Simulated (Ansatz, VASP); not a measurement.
**One calculation of NaI, two programs**

File INCAR:

```
SYSTEM = NaI
PREC = Accurate ; ENCUT = 500
EDIFF = 1E-6 ; ISMEAR = 0
SIGMA = 0.02 ; LREAL = .False.
LASPH = .True. ; NELM = 120
ALGO = Normal ; ISIF = 2
LWAVE = .False. ; LCHARG = .True.
GGA = PE ; LELF = .True.
LVHAR = .True. ; NBANDS = 14
GGA_COMPAT = .False.
```

KPOINTS

```
regular mesh
0
Gamma
  10 10 10
  0 0 0
```

File POSCAR:

```
NaI
1.0
    0.0000000000      3.2364000000      3.2364000000
    3.2364000000      0.0000000000      3.2364000000
    3.2364000000      3.2364000000      0.0000000000
Na I
1 1
Direct
    0.0000000000      0.0000000000      0.0000000000
    0.5000000000      0.5000000000      0.5000000000
```

Input for Ansatz:

```yaml
crystal:
  lattice:
    - [0.0, 3.2364, 3.2364]
    - [3.2364, 0.0, 3.2364]
    - [3.2364, 3.2364, 0.0]
  atoms:
    - { symbol: Na, position: [0.0, 0.0, 0.0] }
    - { symbol: I, position: [0.5, 0.5, 0.5] }
basis:
  ecutwfc: 420
kpoints:
  mp_grid: { grid: [10, 10, 10] }
hamiltonian:
  xc: pbe
scf:
  occupations: { method: gaussian, width: 0.02 }
output:
  forces: true
  stress: true
  eigenvalues: true
```

Alike in both runs: task single point; functional PBE; k mesh 10 × 10 × 10; occupations gaussian, width 0.02 eV; no spin polarisation.

```csv
,VASP,Ansatz
version,VASP 6.6.1,Ansatz 0.2.0
potentials or method,"VASP PAW PBE potentials, release 64 (Na_pv, I), cutoff 500 eV","scalar-relativistic, plane waves, PAW"
valence electrons in the cell,14,26
```

|  | VASP | Ansatz | Ansatz less VASP |
| --- | --- | --- | --- |
| gap on the k mesh at the Fermi level (eV) | 3.64 | 3.64 | +0.004 |
| least direct gap on the mesh (eV) | 3.64 | 3.64 | +0.004 |
| pressure (GPa) | 0.4 | 0.4 | 0.00 |

VASP's potentials hold 14 valence electrons a cell and Ansatz's 26, so a difference there can come from the potentials and not from the codes.

Neither program's run includes spin-orbit coupling.
